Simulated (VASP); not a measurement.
# CoGe3Pd (P4/mmm) in VASP: notebook, part 2 of 2

VASP 6.6.1. Earlier steps stand in the parts before.

## 4. Single point, PBE, collinear spin, ferromagnetic start

This run uses another cell than the first one, of 21.34 Å³/atom.

File INCAR:

```
  PREC = Accurate
  ENCUT = 520
  EDIFF = 1E-6
  ISMEAR = 0
  SIGMA = 0.1
  LREAL = F
  LASPH = T
  NELM = 150
  ALGO = Fast
  ISIF = 2
  LWAVE = F
  LCHARG = F
  ISPIN = 2
  MAGMOM = 2.13 0 0 0 0
  LORBIT = 11
  LMAXMIX = 4
  GGA = PE
  NBANDS = 42
```

File KPOINTS:

```
regular mesh
0
Gamma
  8 8 8
```

File POSCAR:

```
CoGe3Pd
1.0
    4.7119270098      0.0000000000      0.0000000000
    0.0000000000      4.7119270098      0.0000000000
    0.0000000000      0.0000000000      4.8059649192
Co Ge Pd
1 3 1
Direct
    0.0000000000      0.0000000000      0.5000000000
    0.0000000000      0.5000000000      0.0000000000
    0.5000000000      0.0000000000      0.0000000000
    0.5000000000      0.5000000000      0.5000000000
    0.0000000000      0.0000000000      0.0000000000
```

Potentials or basis: VASP PAW PBE potentials, release 64 (Co, Ge_d, Pd).

Launch:

```bash
$ cat potpaw_PBE.64/Co/POTCAR potpaw_PBE.64/Ge_d/POTCAR potpaw_PBE.64/Pd/POTCAR > POTCAR
$ mpirun -np 1 vasp_std > vasp.out
```

OUTCAR:

```text
PREC = Accurate
   ENCUT = 520
   EDIFF = 1E-6
   ISMEAR = 0
   LREAL = F
   LASPH = T
   NELM = 150
   ISIF = 2
   ISPIN = 2
   LORBIT = 11
   GGA = PE

 ion  position               nearest neighbor table
   1  0.000  0.000  0.500-   5 2.40   5 2.40
   2  0.000  0.500  0.000-   5 2.36   5 2.36
   3  0.500  0.000  0.000-   5 2.36   5 2.36
   4  0.500  0.500  0.500-
   5  0.000  0.000  0.000-   2 2.36   3 2.36   2 2.36   3 2.36   1 2.40   1 2.40

  LATTYP: Found a simple tetragonal cell.
 ALAT       =     4.7119270098
 C/A-ratio  =     1.0199574206

  Lattice vectors:

 A1 = (   4.7119270098,   0.0000000000,   0.0000000000)
 A2 = (   0.0000000000,   4.7119270098,   0.0000000000)
 A3 = (   0.0000000000,   0.0000000000,   4.8059649192)

Analysis of symmetry for initial positions (statically):
=====================================================================
 Subroutine PRICEL returns:
 Original cell was already a primitive cell.

 Routine SETGRP: Setting up the symmetry group for a
 simple tetragonal supercell.

 Subroutine GETGRP returns: Found 16 space group operations
 (whereof 16 operations were pure point group operations)
 out of a pool of 16 trial point group operations.

The static configuration has the point symmetry D_4h.

Analysis of symmetry for dynamics (positions and initial velocities):
=====================================================================
 Subroutine PRICEL returns:
 Original cell was already a primitive cell.

 Routine SETGRP: Setting up the symmetry group for a
 simple tetragonal supercell.

 Subroutine GETGRP returns: Found 16 space group operations
 (whereof 16 operations were pure point group operations)
 out of a pool of 16 trial point group operations.

The dynamic configuration has the point symmetry D_4h.

Analysis of structural, dynamic, and magnetic symmetry:
=====================================================================
[... 170 lines left out ...]
 fundamental gap:      0.0066502871
 Fermi energy:         5.3772981829

 spin component 1

 k-point     1 :       0.0000    0.0000    0.0000
  band No.  band energies     occupation
      1     -19.6830      1.00000
      2     -19.6727      1.00000
      3     -19.6727      1.00000
      4     -19.6663      1.00000
      5     -19.6381      1.00000
      6     -19.6310      1.00000
[... 1069 lines left out ...]
     41      12.0859      0.00000
     42      13.5304      0.00000

 [... further k-points ...]

 spin component 2

 k-point     1 :       0.0000    0.0000    0.0000
  band No.  band energies     occupation
      1     -19.6791      1.00000
      2     -19.6701      1.00000
      3     -19.6701      1.00000
      4     -19.6623      1.00000
      5     -19.6337      1.00000
      6     -19.6294      1.00000
[... 1069 lines left out ...]
     41      12.2469      0.00000
     42      13.4862      0.00000

 [... further k-points ...]

------------------------ aborting loop because EDIFF is reached ----------------------------------------

  FORCE on cell =-STRESS in cart. coord.  units (eV):
  Direction    XX          YY          ZZ          XY          YZ          ZX
  --------------------------------------------------------------------------------------
  -------------------------------------------------------------------------------------
  Total        0.0128199      0.0128199     -0.1225688      0.0000000     -0.0000000      0.0000000
  in kB        0.1924943      0.1924943     -1.8404028      0.0000000     -0.0000000      0.0000000
  external PRESSURE =      -0.4851381 kB  Pullay stress =       0.0000000 kB

 VOLUME and BASIS-vectors are now :
 -----------------------------------------------------------------------------
  energy-cutoff  :      520.00
  volume of cell :      106.70
      direct lattice vectors                 reciprocal lattice vectors
     4.711927010  0.000000000  0.000000000     0.212227396  0.000000000  0.000000000
     0.000000000  4.711927010  0.000000000     0.000000000  0.212227396  0.000000000
     0.000000000  0.000000000  4.805964919     0.000000000  0.000000000  0.208074761

 POSITION                                       TOTAL-FORCE (eV/Angst)
 -----------------------------------------------------------------------------------
      0.00000      0.00000      2.40298         0.000000      0.000000      0.000000
      0.00000      2.35596      0.00000         0.000000      0.000000      0.000000
      2.35596      0.00000      0.00000         0.000000      0.000000      0.000000
      2.35596      2.35596      2.40298         0.000000      0.000000      0.000000
      0.00000      0.00000      0.00000         0.000000      0.000000      0.000000
 -----------------------------------------------------------------------------------
    total drift:                                0.000000      0.000000     -0.000000

  FREE ENERGIE OF THE ION-ELECTRON SYSTEM (eV)
  ---------------------------------------------------
  free  energy   TOTEN  =       -22.3522898745 eV

  energy  without entropy=      -22.3277683124  energy(sigma->0) =      -22.34002909

 total charge

# of ion       s       p       d       tot
------------------------------------------
    1        0.368   0.221   7.229   7.818
    2        1.244   0.938  10.031  12.213
    3        1.244   0.938  10.031  12.213
    4        1.285   0.751   9.976  12.012
    5        0.615   0.758   8.643  10.016
--------------------------------------------------
tot          4.755   3.607  45.910  54.271

 magnetization (x)

# of ion       s       p       d       tot
------------------------------------------
    1        0.017   0.010   1.891   1.919
    2        0.003   0.009  -0.001   0.011
    3        0.003   0.009  -0.001   0.011
    4        0.006  -0.057  -0.001  -0.052
    5       -0.003  -0.008   0.096   0.085
--------------------------------------------------
tot          0.026  -0.036   1.984   1.974
```

stdout:

```text
POSCAR found type information on POSCAR CoGePd
 POSCAR found :  3 types and       5 ions
 scaLAPACK will be used
 LDA part: xc-table for (Slater+PW92), standard interpolation
 POSCAR, INCAR and KPOINTS ok, starting setup
 FFT: planning ... GRIDC
 FFT: planning ... GRID_SOFT
 FFT: planning ... GRID
 WAVECAR not read
 entering main loop
WARNING in EDDRMM: call to ZHEGV failed, returncode =   8  4     38
WARNING in EDDRMM: call to ZHEGV failed, returncode =   8  4     36
WARNING in EDDRMM: call to ZHEGV failed, returncode =   6  3     36
WARNING in EDDRMM: call to ZHEGV failed, returncode =   8  4     34
WARNING in EDDRMM: call to ZHEGV failed, returncode =   6  3     39
WARNING in EDDRMM: call to ZHEGV failed, returncode =   6  3     39
WARNING in EDDRMM: call to ZHEGV failed, returncode =   6  3     36
```

Run time: 19 min. Hardware: 1 thread of Oxide Virtual Turin-like, shared host; peak memory 0.57 GiB.

What came out:

```yaml
Free_energy: -22.3523 eV
Pressure: 0.0 GPa
Net_moment: 1.93 μB per cell
Site_moments: Co +1.92; Ge +0.01, -0.05 (each value once); Pd +0.09 μB
Valence_electrons_inside_the_program's_atomic_spheres: Co 7.82; Ge 12.21, 12.01 (each value once); Pd 10.02
```

Stress tensor (GPa, compression positive):
```
 0.02  0.00  0.00
 0.00  0.02  0.00
 0.00  0.00 -0.18
```

Levels at points of the mesh, in eV from the Fermi level:
Spin up:
| k point | band 28 | band 29 | band 30 | band 31 | band 32 | band 33 | band 34 | band 35 |
| --- | --- | --- | --- | --- | --- | --- | --- | --- |
| (0.00, 0.00, 0.00) | -1.86 | -1.86 | -1.33 | -1.31 | 0.96 | 1.34 | 1.34 | 1.63 |
| (0.50, 0.00, 0.00) | -1.59 | -1.41 | -0.91 | -0.58 | -0.07 | 0.31 | 0.34 | 1.38 |
| (0.50, 0.50, 0.00) | -1.59 | -1.46 | -0.06 | -0.04 | -0.04 | 0.18 | 1.33 | 1.33 |
| (0.00, 0.00, 0.50) | -1.57 | -1.53 | -1.53 | -1.46 | 0.27 | 0.27 | 0.31 | 0.92 |
| (0.50, 0.00, 0.50) | -2.25 | -1.63 | -1.25 | -0.45 | 0.91 | 0.97 | 1.04 | 1.14 |
| (0.50, 0.50, 0.50) | -2.20 | -1.85 | -1.73 | -1.73 | -1.62 | -1.43 | 4.45 | 4.86 |
Spin down:
| k point | band 25 | band 26 | band 27 | band 28 | band 29 | band 30 | band 31 | band 32 | band 33 | band 34 |
| --- | --- | --- | --- | --- | --- | --- | --- | --- | --- | --- |
| (0.00, 0.00, 0.00) | -2.88 | -1.68 | -0.47 | -0.35 | -0.14 | 0.34 | 0.34 | 1.18 | 1.26 | 1.26 |
| (0.50, 0.00, 0.00) | -1.39 | -1.06 | -0.89 | -0.68 | -0.41 | 0.35 | 0.37 | 0.46 | 0.48 | 0.61 |
| (0.50, 0.50, 0.00) | -0.54 | -0.33 | -0.17 | -0.14 | -0.14 | 0.12 | 0.16 | 0.22 | 0.22 | 1.53 |
| (0.00, 0.00, 0.50) | -2.11 | -1.42 | -1.24 | -0.85 | -0.18 | 0.16 | 0.16 | 0.20 | 0.20 | 0.29 |
| (0.50, 0.00, 0.50) | -1.70 | -1.30 | -1.25 | -0.90 | -0.43 | -0.14 | 0.72 | 0.95 | 0.97 | 1.18 |
| (0.50, 0.50, 0.50) | -2.18 | -1.76 | -1.76 | -1.71 | -0.79 | -0.36 | -0.13 | -0.13 | 0.02 | 4.49 |

## 5. The runs side by side

| cell | k mesh | gap on the mesh (eV) | pressure (GPa) | moment (μB) |
| --- | --- | --- | --- | --- |
| a = 4.656, b = 4.656, c = 4.228 Å, 5 atoms | 4 × 4 × 4 | none | 16.6 | 1.97 |
| a = 4.696, b = 4.696, c = 4.828 Å, 5 atoms | 4 × 4 × 4 | none | 0.1 | 2.01 |
| a = 4.712, b = 4.712, c = 4.806 Å, 5 atoms | 8 × 8 × 8 | none | 0.0 | 1.93 |

Alike in all rows: task single point; level PBE; potentials or basis VASP PAW PBE potentials, release 64 (Co, Ge_d, Pd); spin collinear, ferromagnetic start; cutoff (eV) 520; smearing gaussian 0.1 eV.

Caveats: some runs use coarse meshes.

Absolute energies hang on the potentials; compare differences alone.
